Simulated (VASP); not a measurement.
## CoRu: single point with PBE

The system is CoRu.

```
CELL_PARAMETERS angstrom
0.00000 2.39192 2.39192
2.39192 0.00000 2.39192
2.39192 2.39192 0.00000
ATOMIC_POSITIONS crystal
Co 0.00000 0.00000 0.00000
Ru 0.25000 0.25000 0.25000
```

```yaml
Program: VASP 6.6.1
Task: single point
Functional: PBE
Potentials_or_basis: VASP PAW PBE potentials, release 64 (Co, Ru_pv)
Cutoff: 520 eV
k_mesh: 6 × 6 × 6
Occupations: gaussian, width 0.1 eV
Spin: collinear spin, ferromagnetic start
Starting_moments: "[3.0, 0.0] μB"
```

```yaml
Pressure: 58.5 GPa
Net_moment: 0.00 μB per cell
Valence_electrons_inside_the_program's_atomic_spheres: Co 9.04; Ru 13.08
```

Levels at points of the mesh, in eV from the Fermi level:
Spin up:
| k point | band 8 | band 9 | band 10 | band 11 | band 12 | band 13 | band 14 | band 15 | band 16 | band 17 |
| --- | --- | --- | --- | --- | --- | --- | --- | --- | --- | --- |
| (0.00, 0.00, 0.00) | -3.95 | -3.95 | -1.10 | -1.10 | -1.10 | 1.49 | 1.49 | 10.92 | 14.08 | 14.39 |
| (0.50, 0.00, 0.00) | -3.96 | -3.67 | -1.05 | -0.33 | -0.33 | 1.17 | 1.17 | 3.45 | 10.92 | 11.73 |
| (0.50, 0.50, 0.00) | -2.13 | -1.79 | -1.78 | -1.15 | 1.40 | 1.40 | 2.42 | 4.60 | 5.98 | 5.98 |
Spin down:
| k point | band 10 | band 11 | band 12 | band 13 | band 14 | band 15 |
| --- | --- | --- | --- | --- | --- | --- |
| (0.00, 0.00, 0.00) | -1.10 | -1.10 | -1.10 | 1.49 | 1.49 | 10.92 |
| (0.50, 0.00, 0.00) | -1.05 | -0.34 | -0.34 | 1.17 | 1.17 | 3.45 |
| (0.50, 0.50, 0.00) | -1.78 | -1.15 | 1.40 | 1.40 | 2.42 | 4.60 |

Wall time 39 s on 1 thread of Intel(R) Xeon(R) 6975P-C (Granite Rapids), with other jobs on the host, peak memory 0.17 GiB.

Caveat: the k points lie up to 0.38 Å⁻¹ apart; the starting moments collapsed, and a magnetic state may lie lower.
